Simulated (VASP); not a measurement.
# ZnSe (I-4m2) in VASP: G0W0 quasiparticle levels with PBE

Aim: the G0W0 quasiparticle levels of ZnSe with PBE.

Program: VASP 6.6.1. These are calculated values, not measurements. Logs are shortened: lines on timing, memory, paths and dates and some standing lists are left out, and cuts for length are marked.

## (1) The cell of the first run

Symmetry: I-4m2, No. 119, tetragonal system. Conventional cell: a = 4.206 Å, b = 4.206 Å, c = 5.318 Å, α = 90.00°, β = 90.00°, γ = 90.00°. Zn (site symmetry -4m2) has 4 Se at 2.49 Å within 3.3 Å. Se (site symmetry -4m2) has 4 Zn at 2.49 Å within 3.3 Å.

## (2) G0W0 quasiparticle levels, PBE

The input, POSCAR:

```
ZnSe
1.0
    0.0000000000      2.9740417191      2.6590364151
    2.9740417191      0.0000000000      2.6590364151
    2.9740417191      2.9740417191      0.0000000000
Zn Se
1 1
Direct
    0.0000000000      0.0000000000      0.0000000000
    0.2500000000      0.2500000000      0.2500000000
```

The input, INCAR.step1:

```
SYSTEM = ZnSe
PREC = Accurate
ENCUT = 500
EDIFF = 1E-8
ISMEAR = 0
SIGMA = 0.01
LREAL = .False.
LASPH = .True.
NELM = 60
ALGO = Normal
LWAVE = .True.
LCHARG = .False.
GGA = PE
```

The input, INCAR.step2:

```
SYSTEM = ZnSe
PREC = Accurate
ENCUT = 500
EDIFF = 1E-8
ISMEAR = 0
SIGMA = 0.01
LREAL = .False.
LASPH = .True.
NELM = 1
ALGO = Exact
LWAVE = .True.
LCHARG = .False.
GGA = PE
NBANDS = 205
LOPTICS = .True.
ISTART = 1
```

The input, INCAR.step3:

```
SYSTEM = ZnSe
PREC = Accurate
ENCUT = 500
EDIFF = 1E-8
ISMEAR = 0
SIGMA = 0.01
LREAL = .False.
LASPH = .True.
ALGO = EVGW0
LWAVE = .False.
LCHARG = .False.
GGA = PE
NELMGW = 1
NBANDS = 205
ENCUTGW = 150.0
NOMEGA = 96
PRECFOCK = Fast
ISTART = 1
NBANDSGW = 17
OMEGAMAX = 20
```

The input, KPOINTS:

```
Automatic mesh
0
Gamma
  4 4 4
  0 0 0
```

Potentials or basis: VASP PAW PBE potentials, release 64 (Zn_GW, Se_GW).

Launch:

```bash
cat potpaw_PBE.64/Zn_GW/POTCAR potpaw_PBE.64/Se_GW/POTCAR > POTCAR
cp INCAR.step1 INCAR
mpirun -np 1 vasp_std > vasp.out
cp INCAR.step2 INCAR
mpirun -np 1 vasp_std > vasp.out
cp INCAR.step3 INCAR
mpirun -np 1 vasp_std > vasp.out
```

OUTCAR:

```text
SYSTEM = ZnSe
   PREC = Accurate
   ENCUT = 500
   EDIFF = 1E-8
   ISMEAR = 0
   LREAL = .False.
   LASPH = .True.
   GGA = PE
   NELMGW = 1
   ENCUTGW = 150.0
   PRECFOCK = Fast
   ISTART = 1

 ion  position               nearest neighbor table
   1  0.000  0.000  0.000-   2 2.49   2 2.49   2 2.49   2 2.49
   2  0.250  0.250  0.250-   1 2.49   1 2.49   1 2.49   1 2.49

  LATTYP: Found a body centered tetragonal cell.
 ALAT       =     4.2059301342
 C/A-ratio  =     1.2644225321

  Lattice vectors:

 A1 = (   0.0000000000,  -2.9740417191,  -2.6590364151)
 A2 = (   0.0000000000,   2.9740417191,  -2.6590364151)
 A3 = (   2.9740417191,   0.0000000000,   2.6590364151)

Analysis of symmetry for initial positions (statically):
=====================================================================
 Subroutine PRICEL returns:
 Original cell was already a primitive cell.

 Routine SETGRP: Setting up the symmetry group for a
 body centered tetragonal supercell.

 Subroutine GETGRP returns: Found  8 space group operations
 (whereof  8 operations were pure point group operations)
 out of a pool of 16 trial point group operations.

The static configuration has the point symmetry D_2d.

Analysis of symmetry for dynamics (positions and initial velocities):
=====================================================================
 Subroutine PRICEL returns:
 Original cell was already a primitive cell.

 Routine SETGRP: Setting up the symmetry group for a
 body centered tetragonal supercell.

 Subroutine GETGRP returns: Found  8 space group operations
 (whereof  8 operations were pure point group operations)
 out of a pool of 16 trial point group operations.

The dynamic configuration has the point symmetry D_2d.

 Subroutine INISYM returns: Found  8 space group operations
 (whereof  8 operations are pure point group operations),
 and found     1 'primitive' translations

----------------------------------------------------------------------------------------

                                     Primitive cell

  volume of cell :      47.0380

  direct lattice vectors                    reciprocal lattice vectors
     0.000000000  2.974041719  2.659036415    -0.168121381  0.168121381  0.188038042
     2.974041719  0.000000000  2.659036415     0.168121381 -0.168121381  0.188038042
     2.974041719  2.974041719  0.000000000     0.168121381  0.168121381 -0.188038042

  length of vectors
     3.989410834  3.989410834  4.205930134     0.303130174  0.303130174  0.303130174

  position of ions in fractional coordinates (direct lattice)
     0.000000000  0.000000000  0.000000000
     0.250000000  0.250000000  0.250000000

  ion indices of the primitive-cell ions
   primitive index   ion index
                 1           1
                 2           2

----------------------------------------------------------------------------------------

 KPOINTS: Automatic mesh

Automatic generation of k-mesh.
 Grid dimensions read from file:
 generate k-points for:    4    4    4

 Generating k-lattice:

  Cartesian coordinates                     Fractional coordinates (reciprocal lattice)
    -0.042030345  0.042030345  0.047009510     0.250000000 -0.000000000  0.000000000
     0.042030345 -0.042030345  0.047009510    -0.000000000  0.250000000  0.000000000
     0.042030345  0.042030345 -0.047009510     0.000000000  0.000000000  0.250000000

  Length of vectors
     0.075782543  0.075782543  0.075782543

  Shift w.r.t. Gamma in fractional coordinates (k-lattice)
     0.000000000  0.000000000  0.000000000

 Subroutine IBZKPT returns following result:
 ===========================================

 Found     13 irreducible k-points:

 Following reciprocal coordinates:
            Coordinates               Weight
  0.000000  0.000000  0.000000      1.000000
  0.250000  0.000000  0.000000      8.000000
  0.500000  0.000000  0.000000      4.000000
  0.250000  0.250000  0.000000      2.000000
  0.500000  0.250000  0.000000      8.000000
 -0.250000  0.250000  0.000000      4.000000
  0.500000  0.500000  0.000000      1.000000
  0.250000  0.000000  0.250000      4.000000
  0.500000  0.000000  0.250000     16.000000
 -0.250000  0.000000  0.250000      8.000000
 -0.250000  0.500000  0.250000      4.000000
  0.500000  0.000000  0.500000      2.000000
 -0.250000  0.250000  0.500000      2.000000
   k-points           NKPTS =     13   k-points in BZ     NKDIM =     64   number of bands    NBANDS=    205
   number of dos      NEDOS =    301   number of ions     NIONS =      2
   total plane-waves  NPLWV =  28800
   dimension x,y,z NGX =    30 NGY =   30 NGZ =   32
   dimension x,y,z NGXF=    60 NGYF=   60 NGZF=   64
   ions per type =               1   1
   NGX,Y,Z   is equivalent  to a cutoff of  12.50, 12.50, 12.65 a.u.
   NGXF,Y,Z  is equivalent  to a cutoff of  25.00, 25.00, 25.30 a.u.
 SYSTEM =  ZnSe
   PREC   = accura    normal or accurate (medium, high low for compatibility)
   ISTART =      1    job   : 0-new  1-cont  2-samecut
   ICHARG =      0    charge: 1-file 2-atom 10-const
   ISPIN  =      1    spin polarized calculation?
   LNONCOLLINEAR =      F non collinear calculations
   LSORBIT =      F    spin-orbit coupling
   LASPH  =      T    aspherical Exc in radial PAW
   ENCUT  =  500.0 eV  36.75 Ry    6.06 a.u.   7.27  7.27  7.67*2*pi/ulx,y,z
   NELM   =     60;   NELMIN=  2; NELMDL=  0     # of ELM steps
   EDIFF  = 0.1E-07   stopping-criterion for ELM
   LREAL  =      F    real-space projection
   EDIFFG = 0.1E-06   stopping-criterion for IOM
   NSW    =      0    number of steps for IOM
   IBRION =     -1    ionic relax: 0-MD 1-quasi-New 2-CG
   NFREE  =      0    steps in history (QN), initial steepest desc. (CG)
   ISIF   =      0    stress and relaxation
   ISYM   =      3    0-nonsym 1-usesym 2-fastsym
   POTIM  = 0.5000    time-step for ionic-motion
   TEBEG  =    0.0;   TEEND  =   0.0 temperature during run
   PSTRESS=    0.0 pullay stress
   NELECT =      18.0000    total number of electrons
   NUPDOWN=      -1.0000    fix difference up-down
   EMIN   =  10.00;   EMAX   =-10.00  energy-range for DOS
   EFERMI =   0.00;   METHOD = LEGACY
   ISMEAR =     0;   SIGMA  =   0.01  broadening in eV -4-tet -1-fermi 0-gaus
   EFERMI_NEDOS =   21; number of points for ismear=-14 and -15
   IALGO  =     38    algorithm
   IMIX   =      4    mixing-type and parameters
     AMIX     =   0.40;   BMIX     =  1.00
     AMIX_MAG =   1.60;   BMIX_MAG =  1.00
  volume/ion in A,a.u.               =      23.52       158.71
  Fermi-wavevector in a.u.,A,eV,Ry     =   1.188547  2.246027 19.220174  1.412643
  Thomas-Fermi vector in A             =   2.324674
   LORBIT       =      0    0 simple, 1 ext, 2 COOP (PROOUT), +10 PAW based schemes
   GGA     = PE    functional components
   LHFCALC =     T    Hartree Fock is set to
   PRECFOCK=fast      Normal, Fast or Accurate (Low or Medium for compatibility)
   ENCUT4O =  -1.0   cutoff for four orbital integrals eV
   NKREDX  =     1    reduce k-point grid by
   NKREDY  =     1    reduce k-point grid by
   NKREDZ  =     1    reduce k-point grid by
   AEXX    =    1.0000 exact exchange contribution
   HFSCREEN=    0.0000 screening length (either q_TF or 0.3 A-1)
   HFSCREENC=   0.0000 screening length for correlation (either q_TF or 0.3 A-1)
   ENCUTFOCK=  -1.0 apply spherical cutoff to Coloumb kernel
   IVDW    =     0    specifies the selected vdW correction
   LEPSILON=     F    determine dielectric tensor
   LRPA    =     F    only Hartree local field effects (RPA)
   LRPAFORCE           =     F    calculate RPA forces
   ENCUTGW             = 150.0    cutoff for response function in eV
   ENCUTGWSOFT         = 120.0    soft cutoff for Coulomb kernel in GW response function in eV
   ENCUTLF             =  -1.0    cutoff for local field effects
   NELMGW              =     1    number of iterations in solving QP/BSE equation
   NELMHF              =     1    number of iterations in the inner HF iteration
   NKREDLFX            =     1    NKREDLFY  =   1   NKREDLFZ  =   1
 non-spin polarized calculation
 Gauss-broadening in eV      SIGMA  =   0.01
  energy-cutoff  :      500.00
  volume of cell :       47.04
 maximum number of plane-waves:      1210
 NGX is ok and might be reduce to    30
  NGX = 18; NGY = 18; NGZ = 18
   NGX = 15   NGY = 15   NGZ = 15
 maximum number of plane-waves:       206
 NGX is ok and might be reduce to    18

 QP shifts <psi_nk| G(iteration)W_0 |psi_nk>: iteration 1
 for sc-GW calculations column KS-energies equals QP-energies in previous step
 and V_xc(KS)=  KS-energies - (<T + V_ion + V_H > + <T+V_H+V_ion>^1  + <V_x>^1)

 k-point   1 :       0.0000    0.0000    0.0000
  band No.  KS-energies  QP-energies   sigma(KS)   V_xc(KS)     V^pw_x(r,r')   Z            occupation Imag(sigma)

      1     -10.6623     -11.1286     -13.0390     -12.2974     -19.7753       0.6287       2.0000       1.0122
      2      -4.1016      -5.6676     -22.1121     -19.7309     -30.9371       0.6577       2.0000       0.1533
      3      -4.1016      -5.6676     -22.1121     -19.7309     -30.9371       0.6577       2.0000       0.1533
      4      -4.0596      -5.6210     -22.1886     -19.8124     -31.0825       0.6571       2.0000       0.1586
      5      -3.7699      -5.4016     -22.9178     -20.4512     -32.0034       0.6615       2.0000       0.1357
      6      -3.7585      -5.4120     -23.0224     -20.5327     -32.1184       0.6641       2.0000       0.1353
[... 9 lines left out ...]
     16      14.2040      14.2291      -9.3569      -9.3909      -4.2068       0.7361       0.0000      -0.2865
     17      14.5577      14.3410      -7.7046      -7.4110      -2.2685       0.7382       0.0000      -0.4193

 k-point   2 :       0.2500    0.0000    0.0000
  band No.  KS-energies  QP-energies   sigma(KS)   V_xc(KS)     V^pw_x(r,r')   Z            occupation Imag(sigma)

      1     -10.3194     -10.7922     -13.2798     -12.5383     -19.8918       0.6377       2.0000       0.9850
      2      -4.0634      -5.6318     -22.1723     -19.7902     -31.0107       0.6584       2.0000       0.1533
      3      -4.0480      -5.5926     -21.8596     -19.5136     -30.5659       0.6584       2.0000       0.1584
      4      -4.0029      -5.5640     -22.0525     -19.6852     -30.8457       0.6595       2.0000       0.1583
      5      -3.7639      -5.4132     -22.9942     -20.5081     -32.0888       0.6634       2.0000       0.1362
      6      -3.7598      -5.3964     -22.9402     -20.4737     -32.0366       0.6635       2.0000       0.1363
[... 9 lines left out ...]
     16      13.8323      13.7779      -8.5065      -8.4327      -3.1791       0.7365       0.0000      -0.3160
     17      16.1847      16.1585      -8.5255      -8.4898      -2.6559       0.7349       0.0000      -0.5299

 k-point   3 :       0.5000    0.0000    0.0000
  band No.  KS-energies  QP-energies   sigma(KS)   V_xc(KS)     V^pw_x(r,r')   Z            occupation Imag(sigma)
[... 190 lines left out ...]
      1      -9.7191     -10.2010     -13.7930     -13.0671     -20.2235       0.6638       2.0000       0.9335
      2      -4.0386      -5.5222     -20.7204     -18.4813     -28.8929       0.6626       2.0000       0.1684
      3      -3.9009      -5.4898     -22.6195     -20.2151     -31.6442       0.6608       2.0000       0.1530
      4      -3.8251      -5.4435     -22.8832     -20.4388     -31.9725       0.6621       2.0000       0.1480
      5      -3.7362      -5.3867     -23.0453     -20.5647     -32.1551       0.6654       2.0000       0.1356
      6      -3.6395      -5.2428     -22.6438     -20.2310     -31.5984       0.6645       2.0000       0.1482
[... 9 lines left out ...]
     16      16.5452      16.5568      -9.8401      -9.8559      -4.0660       0.7347       0.0000      -0.5298
     17      17.4470      17.5914     -10.8710     -11.0692      -4.8865       0.7288       0.0000      -0.6290

 k-point  13 :      -0.2500    0.2500    0.5000
  band No.  KS-energies  QP-energies   sigma(KS)   V_xc(KS)     V^pw_x(r,r')   Z            occupation Imag(sigma)

      1      -9.7071     -10.1800     -13.8212     -13.0943     -20.2547       0.6506       2.0000       0.9087
      2      -4.0080      -5.5588     -21.9307     -19.5838     -30.6504       0.6608       2.0000       0.1571
      3      -3.8729      -5.4924     -22.8102     -20.3606     -31.9029       0.6611       2.0000       0.1468
      4      -3.7851      -5.4108     -22.8980     -20.4412     -32.0192       0.6617       2.0000       0.1431
      5      -3.7697      -5.4085     -22.9127     -20.4359     -31.9752       0.6617       2.0000       0.1364
      6      -3.5158      -5.1300     -23.0084     -20.5856     -32.0439       0.6662       2.0000       0.1466
[... 9 lines left out ...]
     16      15.5941      15.7721      -9.7298      -9.9724      -3.9721       0.7336       0.0000      -0.4616
     17      16.0074      15.9276      -9.1161      -9.0088      -3.4610       0.7432       0.0000      -0.5481
```

It took 6.2 min on 1 thread of Intel Xeon Platinum 8559C (Emerald Rapids), shared host; peak memory 0.6 GiB.

What came out:

```
Quasiparticle gap                                   : 1.93 eV
Least direct quasiparticle gap                      : 1.93 eV
Band gap of the starting levels on the mesh         : 0.88 eV
Least direct gap of the starting levels on the mesh : 0.88 eV
```

Caveat: the k points lie up to 0.48 Å⁻¹ apart; bands, screening cutoff and mesh are small and nothing is extrapolated, so the quasiparticle values aren't converged.
